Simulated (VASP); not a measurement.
# SiNi (WC type) (P-6m2) in VASP: a series of runs, part 2 of 2

VASP 6.6.1. The steps go on from the part before.

### Step 3. Single point, PBE

The input, INCAR:

```
PREC = Accurate
ENCUT = 520
EDIFF = 1E-6
ISMEAR = -1
SIGMA = 0.1
LREAL = False
LASPH = True
NELM = 80
ALGO = Normal
ISIF = 2
LWAVE = False
LCHARG = False
GGA = PE
NBANDS = 14
```

The input, KPOINTS:

```
Automatic mesh
0
Gamma
  17 17 15
```

The input, POSCAR:

```
SiNi
1.0
    2.2826398406      0.0000000000      0.0000000000
   -1.1413199203      1.9768240896      0.0000000000
    0.0000000000      0.0000000000      3.3759190695
Ni Si
1 1
Direct
    0.0000000000      0.0000000000      0.0000000000
    0.3333333333      0.6666666667      0.5000000000
```

Potentials or basis: VASP PAW PBE potentials, release 64 (Ni, Si).

Launch:

```sh
$ cat potpaw_PBE.64/Ni/POTCAR potpaw_PBE.64/Si/POTCAR > POTCAR
$ mpirun -np 1 vasp_std > vasp.out
```

OUTCAR:

```text
PREC = Accurate
   ENCUT = 520
   EDIFF = 1E-6
   ISMEAR = -1
   LREAL = False
   LASPH = True
   NELM = 80
   ISIF = 2
   GGA = PE

 ion  position               nearest neighbor table
   1  0.000  0.000  0.000-   2 2.14   2 2.14   2 2.14   2 2.14   2 2.14   2 2.14
   2  0.333  0.667  0.500-   1 2.14   1 2.14   1 2.14   1 2.14   1 2.14   1 2.14

  LATTYP: Found a hexagonal cell.
 ALAT       =     2.2826398406
 C/A-ratio  =     1.4789538890

  Lattice vectors:

 A1 = (   2.2826398406,   0.0000000000,   0.0000000000)
 A2 = (  -1.1413199203,   1.9768240896,   0.0000000000)
 A3 = (   0.0000000000,   0.0000000000,   3.3759190695)

Analysis of symmetry for initial positions (statically):
=====================================================================
 Subroutine PRICEL returns:
 Original cell was already a primitive cell.

 Routine SETGRP: Setting up the symmetry group for a
 hexagonal supercell.

 Subroutine GETGRP returns: Found 12 space group operations
 (whereof 12 operations were pure point group operations)
 out of a pool of 24 trial point group operations.

The static configuration has the point symmetry D_3h.

Analysis of symmetry for dynamics (positions and initial velocities):
=====================================================================
 Subroutine PRICEL returns:
 Original cell was already a primitive cell.

 Routine SETGRP: Setting up the symmetry group for a
 hexagonal supercell.

 Subroutine GETGRP returns: Found 12 space group operations
 (whereof 12 operations were pure point group operations)
 out of a pool of 24 trial point group operations.

The dynamic configuration has the point symmetry D_3h.

 Subroutine INISYM returns: Found 12 space group operations
 (whereof 12 operations are pure point group operations),
 and found     1 'primitive' translations

----------------------------------------------------------------------------------------

                                     Primitive cell

  volume of cell :      15.2334

  direct lattice vectors                    reciprocal lattice vectors
     2.282639841  0.000000000  0.000000000     0.438089261  0.252930953  0.000000000
    -1.141319920  1.976824090  0.000000000     0.000000000  0.505861905  0.000000000
     0.000000000  0.000000000  3.375919070     0.000000000  0.000000000  0.296215632

  length of vectors
     2.282639841  2.282639841  3.375919070     0.505861905  0.505861905  0.296215632

  position of ions in fractional coordinates (direct lattice)
     0.000000000  0.000000000  0.000000000
     0.333333333  0.666666667  0.500000000

  ion indices of the primitive-cell ions
   primitive index   ion index
                 1           1
                 2           2

----------------------------------------------------------------------------------------

 KPOINTS: Automatic mesh

Automatic generation of k-mesh.
 Grid dimensions read from file:
 generate k-points for:   17   17   15

 Generating k-lattice:

  Cartesian coordinates                     Fractional coordinates (reciprocal lattice)
     0.025769957  0.014878291  0.000000000     0.058823529  0.000000000  0.000000000
     0.000000000  0.029756583  0.000000000     0.000000000  0.058823529  0.000000000
     0.000000000  0.000000000  0.019747709     0.000000000  0.000000000  0.066666667

  Length of vectors
     0.029756583  0.029756583  0.019747709

  Shift w.r.t. Gamma in fractional coordinates (k-lattice)
     0.000000000  0.000000000  0.000000000

 Subroutine IBZKPT returns following result:
 ===========================================

 Found    264 irreducible k-points:

 Following reciprocal coordinates:
            Coordinates               Weight
  0.000000  0.000000  0.000000      1.000000
  0.058824  0.000000  0.000000      6.000000
  0.117647  0.000000  0.000000      6.000000
  0.176471  0.000000  0.000000      6.000000
  0.235294  0.000000  0.000000      6.000000
  0.294118 -0.000000  0.000000      6.000000
[... 16 lines left out ...]
  0.411765  0.117647  0.000000     12.000000
  0.176471  0.176471  0.000000      6.000000
 [... further k-points ...]
   k-points           NKPTS =    264   k-points in BZ     NKDIM =    264   number of bands    NBANDS=     14
   number of dos      NEDOS =    301   number of ions     NIONS =      2
   total plane-waves  NPLWV =   9072
   dimension x,y,z NGX =    18 NGY =   18 NGZ =   28
   dimension x,y,z NGXF=    36 NGYF=   36 NGZF=   56
   ions per type =               1   1
   NGX,Y,Z   is equivalent  to a cutoff of  13.11, 13.11, 13.79 a.u.
   NGXF,Y,Z  is equivalent  to a cutoff of  26.22, 26.22, 27.58 a.u.
 SYSTEM =  unknown system
   PREC   = accura    normal or accurate (medium, high low for compatibility)
   ISTART =      0    job   : 0-new  1-cont  2-samecut
   ICHARG =      2    charge: 1-file 2-atom 10-const
   ISPIN  =      1    spin polarized calculation?
   LNONCOLLINEAR =      F non collinear calculations
   LSORBIT =      F    spin-orbit coupling
   LASPH  =      T    aspherical Exc in radial PAW
   ENCUT  =  520.0 eV  38.22 Ry    6.18 a.u.   4.24  4.24  6.28*2*pi/ulx,y,z
   NELM   =     80;   NELMIN=  2; NELMDL= -5     # of ELM steps
   EDIFF  = 0.1E-05   stopping-criterion for ELM
   LREAL  =      F    real-space projection
[... 7 lines left out ...]
   TEBEG  =    0.0;   TEEND  =   0.0 temperature during run
   PSTRESS=    0.0 pullay stress
   NELECT =      14.0000    total number of electrons
   NUPDOWN=      -1.0000    fix difference up-down
   EMIN   =  10.00;   EMAX   =-10.00  energy-range for DOS
   EFERMI =   0.00;   METHOD = LEGACY
   ISMEAR =    -1;   SIGMA  =   0.10  broadening in eV -4-tet -1-fermi 0-gaus
   EFERMI_NEDOS =   21; number of points for ismear=-14 and -15
   IALGO  =     38    algorithm
   IMIX   =      4    mixing-type and parameters
     AMIX     =   0.40;   BMIX     =  1.00
     AMIX_MAG =   1.60;   BMIX_MAG =  1.00
  volume/ion in A,a.u.               =       7.62        51.40
  Fermi-wavevector in a.u.,A,eV,Ry     =   1.591665  3.007811 34.468970  2.533398
  Thomas-Fermi vector in A             =   2.690170
   LORBIT       =      0    0 simple, 1 ext, 2 COOP (PROOUT), +10 PAW based schemes
   GGA     = PE    functional components
   LHFCALC =     F    Hartree Fock is set to
   AEXX    =    0.0000 exact exchange contribution
   IVDW    =     0    specifies the selected vdW correction
   LEPSILON=     F    determine dielectric tensor
   LRPA    =     F    only Hartree local field effects (RPA)
 non-spin polarized calculation
  energy-cutoff  :      520.00
  volume of cell :       15.23
 maximum number of plane-waves:       439
 NGX is ok and might be reduce to    18
   NGX =  9   NGY =  9   NGZ = 13

 number of electron      13.9999999 magnetization

 Free energy of the ion-electron system (eV)
  ---------------------------------------------------
  ext. energy  EPLUGINS =         0.00000000
  ---------------------------------------------------
  free energy    TOTEN  =        -8.23537537 eV

  energy without entropy =       -8.22220571  energy(sigma->0) =       -8.22879054

 E-fermi :  19.2254     XC(G=0): -14.7366

 val. band max:       19.2238154700   @ k =   0.2941   0.1176   0.0667
 cond. band min:      19.2480732691   @ k =   0.2941   0.2941   0.0000
 fundamental gap:      0.0242577991
 Fermi energy:        19.2254211132

 k-point     1 :       0.0000    0.0000    0.0000
  band No.  band energies     occupation
      1       0.5422      2.00000
      2      11.1766      2.00000
      3      12.7008      2.00000
      4      14.9589      2.00000
      5      14.9590      2.00000
      6      16.1599      2.00000
      7      16.1599      2.00000
      8      20.8793      0.00000
      9      32.7797      0.00000
     10      32.7797      0.00000
     11      36.1665      0.00000
     12      36.1665      0.00000
     13      37.8034      0.00000
     14      41.3522      0.00000

 k-point     2 :       0.0588    0.0000    0.0000
  band No.  band energies     occupation
      1       0.6726      2.00000
      2      11.2767      2.00000
      3      12.6339      2.00000
      4      14.8748      2.00000
      5      15.0367      2.00000
      6      16.1345      2.00000
      7      16.3093      2.00000
      8      20.9105      0.00000
      9      31.2799      0.00000
     10      32.1645      0.00000
[... 362 lines left out ...]
 k-point    24 :       0.1765    0.1765    0.0000
  band No.  band energies     occupation
      1       3.9238      2.00000
      2      11.9717      2.00000
      3      12.7577      2.00000
      4      13.4457      2.00000
      5      15.3255      2.00000
      6      16.6541      2.00000
      7      19.4238      0.24189
      8      21.0746      0.00000
      9      22.0683      0.00000
     10      25.2963      0.00000
     11      32.3933      0.00000
     12      35.3808      0.00000
     13      37.2168      0.00000
     14      38.3771      0.00000

 [... further k-points ...]
[... 5 lines left out ...]
  --------------------------------------------------------------------------------------
  -------------------------------------------------------------------------------------
  Total       18.0764444     18.0764444     18.1893907      0.0000000     -0.0000000      0.0000000
  in kB     1901.1927412   1901.1927411   1913.0718882      0.0000000     -0.0000000      0.0000000
  external PRESSURE =    1905.1524568 kB  Pullay stress =       0.0000000 kB

 VOLUME and BASIS-vectors are now :
 -----------------------------------------------------------------------------
  energy-cutoff  :      520.00
  volume of cell :       15.23
      direct lattice vectors                 reciprocal lattice vectors
     2.282639841  0.000000000  0.000000000     0.438089261  0.252930953  0.000000000
    -1.141319920  1.976824090  0.000000000     0.000000000  0.505861905  0.000000000
     0.000000000  0.000000000  3.375919070     0.000000000  0.000000000  0.296215632

 POSITION                                       TOTAL-FORCE (eV/Angst)
 -----------------------------------------------------------------------------------
      0.00000      0.00000      0.00000        -0.000000      0.000000      0.000000
     -0.00000      1.31788      1.68796         0.000000      0.000000      0.000000
 -----------------------------------------------------------------------------------
    total drift:                                0.000000     -0.000000      0.000000

  FREE ENERGIE OF THE ION-ELECTRON SYSTEM (eV)
  ---------------------------------------------------
  free  energy   TOTEN  =        -8.2353753663 eV

  energy  without entropy=       -8.2222057127  energy(sigma->0) =       -8.22879054
```

It took 96 s on 1 thread of AMD EPYC 7R13, shared host; peak memory 0.15 GiB.

Results:

- Free energy: -8.2354 eV
- Pressure: 190.5 GPa
- Band gap on the k mesh: zero (band 7 reaches 20.11 eV, above the bottom of band 8 at 18.85 eV)

Stress tensor (GPa, compression positive):
```
190.12   0.00   0.00
  0.00 190.12   0.00
  0.00   0.00 191.31
```

Levels at points of the mesh, in eV from the Fermi level:
```tsv
k point	band 4	band 5	band 6	band 7	band 8	band 9	band 10	band 11
(0.00, 0.00, 0.00)	-4.27	-4.27	-3.07	-3.07	1.65	13.55	13.55	16.94
```

Spin polarisation is off, so any magnetic state and its effect on volume and gap are missing.
